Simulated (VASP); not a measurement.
# Sn3O (Im-3m) in VASP: further runs

Sn3O is run at these levels: PBE; tasks: single point, relaxation of cell and atoms.

Everything below comes from runs of VASP 6.6.1. Logs are shortened: lines on timing, memory, paths and dates and some standing lists are left out, and cuts for length are marked.

## Step 1: The cell of the first run

It takes space group Im-3m (No. 229, cubic). Conventional cell: a = 5.709 Å, b = 5.709 Å, c = 5.709 Å, α = 90.00°, β = 90.00°, γ = 90.00°. Sn (site symmetry 4/mmm) has 4 Sn at 2.85 Å and 2 O at 2.85 Å within 3.8 Å. O (site symmetry m-3m) has 6 Sn at 2.85 Å within 3.8 Å.

## Step 2: Single point, PBE

File INCAR:

```
  PREC = Accurate
  ENCUT = 520
  EDIFF = 1E-6
  ISMEAR = 0
  SIGMA = 0.1
  LREAL = False
  LASPH = True
  NELM = 100
  ALGO = Normal
  ISIF = 2
  LWAVE = False
  LCHARG = False
  GGA = PE
  NBANDS = 32
```

File KPOINTS:

```
Automatic mesh
0
Gamma
  12 12 12
```

File POSCAR:

```
Sn3O
1.0
   -2.8547384165      2.8547384165      2.8547384165
    2.8547384165     -2.8547384165      2.8547384165
    2.8547384165      2.8547384165     -2.8547384165
Sn O
3 1
Direct
    0.0000000000      0.5000000000      0.5000000000
    0.5000000000      0.0000000000      0.5000000000
    0.5000000000      0.5000000000      0.0000000000
    0.0000000000      0.0000000000      0.0000000000
```

Potentials or basis: VASP PAW PBE potentials, release 64 (Sn_d, O).

On the command line:

```
cat potpaw_PBE.64/Sn_d/POTCAR potpaw_PBE.64/O/POTCAR > POTCAR
mpirun -np 1 vasp_std > vasp.out
```

OUTCAR:

```text
PREC = Accurate
   ENCUT = 520
   EDIFF = 1E-6
   ISMEAR = 0
   LREAL = False
   LASPH = True
   NELM = 100
   ISIF = 2
   GGA = PE

 ion  position               nearest neighbor table
   1  0.000  0.500  0.500-   2 2.85   3 2.85   4 2.85   4 2.85   3 2.85   2 2.85
   2  0.500  0.000  0.500-   1 2.85   3 2.85   4 2.85   3 2.85   4 2.85   1 2.85
   3  0.500  0.500  0.000-   1 2.85   2 2.85   4 2.85   2 2.85   1 2.85   4 2.85
   4  0.000  0.000  0.000-   1 2.85   2 2.85   3 2.85   1 2.85   2 2.85   3 2.85

  LATTYP: Found a body centered cubic cell.
 ALAT       =     5.7094768330

  Lattice vectors:

 A1 = (  -2.8547384165,   2.8547384165,   2.8547384165)
 A2 = (   2.8547384165,  -2.8547384165,   2.8547384165)
 A3 = (   2.8547384165,   2.8547384165,  -2.8547384165)

Analysis of symmetry for initial positions (statically):
=====================================================================
 Subroutine PRICEL returns:
 Original cell was already a primitive cell.

 Routine SETGRP: Setting up the symmetry group for a
 body centered cubic supercell.

 Subroutine GETGRP returns: Found 48 space group operations
 (whereof 48 operations were pure point group operations)
 out of a pool of 48 trial point group operations.

The static configuration has the point symmetry O_h .

Analysis of symmetry for dynamics (positions and initial velocities):
=====================================================================
 Subroutine PRICEL returns:
 Original cell was already a primitive cell.

 Routine SETGRP: Setting up the symmetry group for a
 body centered cubic supercell.

 Subroutine GETGRP returns: Found 48 space group operations
 (whereof 48 operations were pure point group operations)
 out of a pool of 48 trial point group operations.

The dynamic configuration has the point symmetry O_h .

 Subroutine INISYM returns: Found 48 space group operations
 (whereof 48 operations are pure point group operations),
 and found     1 'primitive' translations

----------------------------------------------------------------------------------------

                                     Primitive cell

  volume of cell :      93.0591

  direct lattice vectors                    reciprocal lattice vectors
    -2.854738417  2.854738417  2.854738417     0.000000000  0.175147396  0.175147396
     2.854738417 -2.854738417  2.854738417     0.175147396  0.000000000  0.175147396
     2.854738417  2.854738417 -2.854738417     0.175147396  0.175147396  0.000000000

  length of vectors
     4.944551980  4.944551980  4.944551980     0.247695823  0.247695823  0.247695823

  position of ions in fractional coordinates (direct lattice)
     0.000000000  0.500000000  0.500000000
     0.500000000  0.000000000  0.500000000
     0.500000000  0.500000000  0.000000000
     0.000000000  0.000000000  0.000000000

  ion indices of the primitive-cell ions
   primitive index   ion index
                 1           1
                 2           2
                 3           3
                 4           4

----------------------------------------------------------------------------------------

 KPOINTS: Automatic mesh

Automatic generation of k-mesh.
 Grid dimensions read from file:
 generate k-points for:   12   12   12

 Generating k-lattice:

  Cartesian coordinates                     Fractional coordinates (reciprocal lattice)
     0.000000000  0.014595616  0.014595616     0.083333333  0.000000000  0.000000000
     0.014595616  0.000000000  0.014595616     0.000000000  0.083333333  0.000000000
     0.014595616  0.014595616  0.000000000     0.000000000  0.000000000  0.083333333

  Length of vectors
     0.020641319  0.020641319  0.020641319

  Shift w.r.t. Gamma in fractional coordinates (k-lattice)
     0.000000000  0.000000000  0.000000000

 Subroutine IBZKPT returns following result:
 ===========================================

 Found     72 irreducible k-points:

 Following reciprocal coordinates:
            Coordinates               Weight
  0.000000  0.000000  0.000000      1.000000
  0.083333  0.000000  0.000000     12.000000
  0.166667  0.000000  0.000000     12.000000
  0.250000  0.000000  0.000000     12.000000
  0.333333  0.000000  0.000000     12.000000
  0.416667  0.000000  0.000000     12.000000
[... 16 lines left out ...]
  0.333333  0.083333  0.083333     24.000000
  0.416667  0.083333  0.083333     12.000000
 [... further k-points ...]
   k-points           NKPTS =     72   k-points in BZ     NKDIM =     72   number of bands    NBANDS=     32
   number of dos      NEDOS =    301   number of ions     NIONS =      4
   total plane-waves  NPLWV =  64000
   dimension x,y,z NGX =    40 NGY =   40 NGZ =   40
   dimension x,y,z NGXF=    80 NGYF=   80 NGZF=   80
   ions per type =               3   1
   NGX,Y,Z   is equivalent  to a cutoff of  13.45, 13.45, 13.45 a.u.
   NGXF,Y,Z  is equivalent  to a cutoff of  26.90, 26.90, 26.90 a.u.
 SYSTEM =  unknown system
   PREC   = accura    normal or accurate (medium, high low for compatibility)
   ISTART =      0    job   : 0-new  1-cont  2-samecut
   ICHARG =      2    charge: 1-file 2-atom 10-const
   ISPIN  =      1    spin polarized calculation?
   LNONCOLLINEAR =      F non collinear calculations
   LSORBIT =      F    spin-orbit coupling
   LASPH  =      T    aspherical Exc in radial PAW
   ENCUT  =  520.0 eV  38.22 Ry    6.18 a.u.   9.19  9.19  9.19*2*pi/ulx,y,z
   NELM   =    100;   NELMIN=  2; NELMDL= -5     # of ELM steps
   EDIFF  = 0.1E-05   stopping-criterion for ELM
   LREAL  =      F    real-space projection
   EDIFFG = 0.1E-04   stopping-criterion for IOM
   NSW    =      0    number of steps for IOM
   IBRION =     -1    ionic relax: 0-MD 1-quasi-New 2-CG
   NFREE  =      0    steps in history (QN), initial steepest desc. (CG)
   ISIF   =      2    stress and relaxation
   ISYM   =      2    0-nonsym 1-usesym 2-fastsym
   POTIM  = 0.5000    time-step for ionic-motion
   TEBEG  =    0.0;   TEEND  =   0.0 temperature during run
   PSTRESS=    0.0 pullay stress
   NELECT =      48.0000    total number of electrons
   NUPDOWN=      -1.0000    fix difference up-down
   EMIN   =  10.00;   EMAX   =-10.00  energy-range for DOS
   EFERMI =   0.00;   METHOD = LEGACY
   ISMEAR =     0;   SIGMA  =   0.10  broadening in eV -4-tet -1-fermi 0-gaus
   EFERMI_NEDOS =   21; number of points for ismear=-14 and -15
   IALGO  =     38    algorithm
   IMIX   =      4    mixing-type and parameters
     AMIX     =   0.40;   BMIX     =  1.00
     AMIX_MAG =   1.60;   BMIX_MAG =  1.00
  volume/ion in A,a.u.               =      23.26       157.00
  Fermi-wavevector in a.u.,A,eV,Ry     =   1.312912  2.481044 23.452876  1.723738
  Thomas-Fermi vector in A             =   2.443271
   LORBIT       =      0    0 simple, 1 ext, 2 COOP (PROOUT), +10 PAW based schemes
   GGA     = PE    functional components
   LHFCALC =     F    Hartree Fock is set to
   AEXX    =    0.0000 exact exchange contribution
   IVDW    =     0    specifies the selected vdW correction
   LEPSILON=     F    determine dielectric tensor
   LRPA    =     F    only Hartree local field effects (RPA)
 non-spin polarized calculation
 Gauss-broadening in eV      SIGMA  =   0.10
  energy-cutoff  :      520.00
  volume of cell :       93.06
 maximum number of plane-waves:      2528
 NGX is ok and might be reduce to    40
   NGX = 19   NGY = 19   NGZ = 19

 number of electron      47.9999996 magnetization

 Free energy of the ion-electron system (eV)
  ---------------------------------------------------
  ext. energy  EPLUGINS =         0.00000000
  ---------------------------------------------------
  free energy    TOTEN  =       -16.59937328 eV

  energy without entropy =      -16.59169413  energy(sigma->0) =      -16.59553371

 E-fermi :   6.9544     XC(G=0): -10.1172

 val. band max:        6.9252613728   @ k =   0.4167   0.0833   0.0000
 cond. band min:       6.9583980495   @ k =   0.1667   0.1667   0.1667
 fundamental gap:      0.0331366767
 Fermi energy:         6.9544240465

 k-point     1 :       0.0000    0.0000    0.0000
  band No.  band energies     occupation
      1     -15.0555      2.00000
      2     -15.0555      2.00000
      3     -14.8843      2.00000
      4     -14.8518      2.00000
      5     -14.8518      2.00000
      6     -14.8518      2.00000
[... 24 lines left out ...]
     31      10.7419      0.00000
     32      16.0201      0.00000

 k-point     2 :       0.0833    0.0000    0.0000
  band No.  band energies     occupation
      1     -15.0516      2.00000
      2     -15.0439      2.00000
      3     -14.8800      2.00000
      4     -14.8486      2.00000
      5     -14.8481      2.00000
      6     -14.8458      2.00000
[... 24 lines left out ...]
     31      11.1228      0.00000
     32      15.8416      0.00000

 k-point     3 :       0.1667    0.0000    0.0000
  band No.  band energies     occupation
      1     -15.0412      2.00000
      2     -15.0098      2.00000
      3     -14.8667      2.00000
      4     -14.8394      2.00000
      5     -14.8376      2.00000
      6     -14.8284      2.00000
[... 24 lines left out ...]
     31      11.8621      0.00000
     32      14.8456      0.00000

 k-point     4 :       0.2500    0.0000    0.0000
  band No.  band energies     occupation
      1     -15.0279      2.00000
      2     -14.9554      2.00000
      3     -14.8432      2.00000
      4     -14.8255      2.00000
      5     -14.8216      2.00000
      6     -14.8014      2.00000
[... 24 lines left out ...]
     31      12.7129      0.00000
     32      13.8889      0.00000

 k-point     5 :       0.3333    0.0000    0.0000
  band No.  band energies     occupation
      1     -15.0157      2.00000
      2     -14.8844      2.00000
      3     -14.8094      2.00000
      4     -14.8089      2.00000
      5     -14.8027      2.00000
      6     -14.7674      2.00000
[... 584 lines left out ...]
     31      12.9902      0.00000
     32      13.9025      0.00000

 k-point    22 :       0.2500    0.0833    0.0833
  band No.  band energies     occupation
      1     -14.9783      2.00000
      2     -14.8839      2.00000
      3     -14.8073      2.00000
      4     -14.7965      2.00000
      5     -14.7903      2.00000
      6     -14.7658      2.00000
[... 24 lines left out ...]
     31      13.4297      0.00000
     32      13.6931      0.00000

 k-point    23 :       0.3333    0.0833    0.0833
  band No.  band energies     occupation
      1     -14.9687      2.00000
      2     -14.8024      2.00000
      3     -14.7817      2.00000
      4     -14.7717      2.00000
      5     -14.7650      2.00000
      6     -14.7302      2.00000
[... 24 lines left out ...]
     31      14.1012      0.00000
     32      14.5926      0.00000

 k-point    24 :       0.4167    0.0833    0.0833
  band No.  band energies     occupation
      1     -14.9654      2.00000
      2     -14.7751      2.00000
      3     -14.7645      2.00000
      4     -14.7289      2.00000
      5     -14.7248      2.00000
      6     -14.7109      2.00000
[... 24 lines left out ...]
     31      14.4737      0.00000
     32      15.2036      0.00000

 [... further k-points ...]

------------------------ aborting loop because EDIFF is reached ----------------------------------------

  FORCE on cell =-STRESS in cart. coord.  units (eV):
  Direction    XX          YY          ZZ          XY          YZ          ZX
  --------------------------------------------------------------------------------------
  -------------------------------------------------------------------------------------
  Total       -0.0566943     -0.0566943     -0.0566943     -0.0000000      0.0000000     -0.0000000
  in kB       -0.9760926     -0.9760926     -0.9760926     -0.0000000      0.0000000     -0.0000000
  external PRESSURE =      -0.9760926 kB  Pullay stress =       0.0000000 kB

 VOLUME and BASIS-vectors are now :
 -----------------------------------------------------------------------------
  energy-cutoff  :      520.00
  volume of cell :       93.06
      direct lattice vectors                 reciprocal lattice vectors
    -2.854738417  2.854738417  2.854738417     0.000000000  0.175147396  0.175147396
     2.854738417 -2.854738417  2.854738417     0.175147396  0.000000000  0.175147396
     2.854738417  2.854738417 -2.854738417     0.175147396  0.175147396  0.000000000

 POSITION                                       TOTAL-FORCE (eV/Angst)
 -----------------------------------------------------------------------------------
      2.85474      0.00000      0.00000         0.000000      0.000000     -0.000000
      0.00000      2.85474      0.00000         0.000000     -0.000000     -0.000000
      0.00000      0.00000      2.85474        -0.000000     -0.000000      0.000000
      0.00000      0.00000      0.00000        -0.000000      0.000000      0.000000
 -----------------------------------------------------------------------------------
    total drift:                               -0.000000     -0.000000      0.000000

  FREE ENERGIE OF THE ION-ELECTRON SYSTEM (eV)
  ---------------------------------------------------
  free  energy   TOTEN  =       -16.5993732845 eV

  energy  without entropy=      -16.5916941287  energy(sigma->0) =      -16.59553371
```

Wall time 2.3 min (1 thread of AMD EPYC 9R45 (Zen 5), shared host); peak memory 0.31 GiB.

What came out:

```
Free energy            : -16.5994 eV
Pressure               : -0.1 GPa
Band gap on the k mesh : zero (band 24 reaches 8.51 eV, above the bottom of band 25 at 4.43 eV)
```

Levels at points of the mesh, in eV from the Fermi level:
```tsv
k point	band 22	band 23	band 24	band 25	band 26	band 27
(0.00, 0.00, 0.00)	-2.92	-2.53	-2.53	-2.53	3.06	3.06
(0.50, 0.00, 0.00)	-1.80	-1.62	-0.17	0.76	2.26	2.33
(0.50, 0.50, 0.50)	-2.03	-1.44	-1.44	-1.44	4.19	4.19
```

Caveat: spin-orbit coupling is left out, which moves the levels of the heavy elements.

## Step 3: Relaxation of cell and atoms, PBE

File INCAR:

```
SYSTEM = Sn3O
ALGO = Normal
EDIFF = 1E-7
EDIFFG = -0.01
ENCUT = 600
GGA = PE
IBRION = 2
ISIF = 3
ISMEAR = 0
LASPH = .TRUE.
LCHARG = .FALSE.
LREAL = .FALSE.
LWAVE = .FALSE.
NELM = 100
NSW = 100
PREC = Accurate
SIGMA = 0.1
```

File KPOINTS:

```
k-points
0
G
  12 12 12
  0 0 0
```

File POSCAR:

```
Sn3O
1.0
   -2.8539360457      2.8539360457      2.8539360457
    2.8539360457     -2.8539360457      2.8539360457
    2.8539360457      2.8539360457     -2.8539360457
Sn O
3 1
Direct
    0.0000000000      0.5000000000      0.5000000000
    0.5000000000      0.0000000000      0.5000000000
    0.5000000000      0.5000000000      0.0000000000
    0.0000000000      0.0000000000      0.0000000000
```

Potentials or basis: VASP PAW PBE potentials, release 64 (Sn_d, O).

On the command line:

```
cat potpaw_PBE.64/Sn_d/POTCAR potpaw_PBE.64/O/POTCAR > POTCAR
mpirun -np 1 vasp_std > vasp.out
```

It took 2.4 min on 1 thread of AMD EPYC 9R45 (Zen 5), shared host; peak memory 0.33 GiB.

The run converged. Its results:

| Item | Value |
| --- | --- |
| Free energy | -16.6005 eV |
| Pressure after relaxing | 0.0 GPa |
| Band gap on the k mesh | zero (band 24 reaches 8.52 eV, above the bottom of band 25 at 4.44 eV) |

Final structure:
```yaml
crystal:
  lattice:
    - [-2.85394, 2.85394, 2.85394]
    - [2.85394, -2.85394, 2.85394]
    - [2.85394, 2.85394, -2.85394]
  atoms:
    - { symbol: Sn, position: [0.00000, 0.50000, 0.50000] }
    - { symbol: Sn, position: [0.50000, 0.00000, 0.50000] }
    - { symbol: Sn, position: [0.50000, 0.50000, 0.00000] }
    - { symbol: O, position: [0.00000, 0.00000, 0.00000] }
```

Levels at points of the mesh, in eV from the Fermi level:
```tsv
k point	band 22	band 23	band 24	band 25	band 26	band 27
(0.00, 0.00, 0.00)	-2.93	-2.53	-2.53	-2.53	3.06	3.06
(0.50, 0.00, 0.00)	-1.80	-1.62	-0.17	0.76	2.26	2.34
(0.50, 0.50, 0.50)	-2.03	-1.44	-1.44	-1.44	4.20	4.20
```

Caveat: the relaxation stopped at its first step, so nothing moved; spin-orbit coupling is left out, which moves the levels of the heavy elements.

## Step 4: Single point, PBE

File INCAR:

```
ALGO     = Normal         # electronic algorithm
EDIFF    = 1E-6           # SCF threshold, eV
ENCUT    = 520            # plane-wave cutoff, eV
GGA      = PE             # functional
ISIF     = 2              # what is computed and relaxed
ISMEAR   = 0              # smearing method
LASPH    = T              # aspherical terms in the spheres
LCHARG   = F              # write CHGCAR
LREAL    = F              # projectors in reciprocal space
LWAVE    = F              # write WAVECAR
NBANDS   = 32             # bands
NELM     = 100            # most SCF steps
PREC     = Accurate       # precision mode
SIGMA    = 0.1            # smearing width, eV
```

File KPOINTS:

```
k-points
0
Gamma
  4 4 4
```

POSCAR is that of step 3.

On the command line:

```
cat potpaw_PBE.64/Sn_d/POTCAR potpaw_PBE.64/O/POTCAR > POTCAR
mpirun -np 1 vasp_std > vasp.out
```

Wall time 19 s (1 thread of AMD EPYC 9R45 (Zen 5), shared host); peak memory 0.2 GiB.

It converged, with:

| Property | Result |
| --- | --- |
| Free energy | -16.5533 eV |
| Pressure | -0.2 GPa |
| Band gap on the k mesh | zero (band 24 reaches 8.53 eV, above the bottom of band 25 at 4.45 eV) |

Levels at points of the mesh, in eV from the Fermi level:
| k point | band 22 | band 23 | band 24 | band 25 | band 26 | band 27 |
| --- | --- | --- | --- | --- | --- | --- |
| (0.00, 0.00, 0.00) | -2.85 | -2.38 | -2.38 | -2.38 | 3.18 | 3.18 |
| (0.50, 0.00, 0.00) | -1.73 | -1.55 | -0.04 | 0.90 | 2.37 | 2.48 |
| (0.50, 0.50, 0.50) | -1.90 | -1.35 | -1.35 | -1.35 | 4.32 | 4.32 |

Caveat: the k points lie up to 0.39 Å⁻¹ apart; spin-orbit coupling is left out, which moves the levels of the heavy elements.

## Step 5: Overview

```tsv
task	cell	k mesh	cutoff (eV)	gap on the mesh (eV)	pressure (GPa)
single point	a = 4.945 Å, angles 109.5°, 4 atoms	12 × 12 × 12	520	none	-0.1
relaxation of cell and atoms	relaxed from a = 4.943 Å, angles 109.5°, 4 atoms	12 × 12 × 12	600	none	0.0
single point	a = 4.943 Å, angles 109.5°, 4 atoms	4 × 4 × 4	520	none	-0.2
```

Alike in all rows: level PBE; potentials or basis VASP PAW PBE potentials, release 64 (Sn_d, O); no spin polarisation; smearing gaussian 0.1 eV.

Caveats: some runs use coarse meshes; spin-orbit coupling is left out, which moves the levels of the heavy elements; the relaxation stopped at its first step, so nothing moved (some runs).

Absolute energies hang on the potentials; compare differences alone.
